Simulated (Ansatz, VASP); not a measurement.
# Two plane-wave programs on TaN

Contents of INCAR:

```
PREC = Accurate
ENCUT = 700
EDIFF = 1E-6
ISMEAR = -1
SIGMA = 0.05
LREAL = False
LASPH = True
NELM = 120
ALGO = Normal
ISIF = 2
LWAVE = False
LCHARG = False
GGA = B5
ALDAX = 1.0
AGGAX = 1.0
AGGAC = 1.0
ALDAC = 0.0
IVDW = 12
VDW_S6 = 1.0
VDW_S8 = 2.6996
VDW_A1 = 0.4298
VDW_A2 = 4.2359
NBANDS = 16
GGA_COMPAT = False
```

KPOINTS

```
regular mesh
0
Gamma
  10 10 10
```

File POSCAR:

```
TaN
1.0
    0.0000000000      2.1814365931      2.1814365931
    2.1814365931      0.0000000000      2.1814365931
    2.1814365931      2.1814365931      0.0000000000
Ta N
1 1
Direct
    0.5000000000      0.5000000000      0.5000000000
    0.0000000000      0.0000000000      0.0000000000
```

The input input.yaml:

```yaml
crystal:
  lattice:
    - [0.0, 2.1814365931, 2.1814365931]
    - [2.1814365931, 0.0, 2.1814365931]
    - [2.1814365931, 2.1814365931, 0.0]
  atoms:
    - { symbol: Ta, position: [0.5, 0.5, 0.5] }
    - { symbol: "N", position: [0.0, 0.0, 0.0] }
hamiltonian:
  xc: blyp
  pseudopotentials: { kind: paw }
  dispersion: d3bj
kpoints:
  mp_grid: { grid: [10, 10, 10] }
scf:
  occupations: { method: fermi_dirac, width: 0.05 }
output:
  forces: true
  stress: true
  eigenvalues: true
```

Alike in both runs: task single point; functional BLYP; dispersion D3(BJ); k mesh 10 × 10 × 10; occupations fermi-dirac, width 0.05 eV; no spin polarisation.

```csv
,VASP,Ansatz
version,VASP 6.6.1,Ansatz 0.2.0
potentials or method,"VASP PAW PBE potentials, release 64 (Ta_sv_GW, N)",Ansatz PAW
plane-wave cutoff (eV),700,420
valence electrons in the cell,18,18
```

Ansatz gave:

* gap on the k mesh at the Fermi level (eV): none
* pressure (GPa): 7.2

**Question.** Which values does VASP return?

**Answer.** gap on the k mesh at the Fermi level (eV): none; pressure (GPa): 8.1.

VASP's potentials were made for PBE, not for BLYP. A gap of «none» marks a metal or a gap that the smearing closes.

Spin-orbit coupling is off throughout.
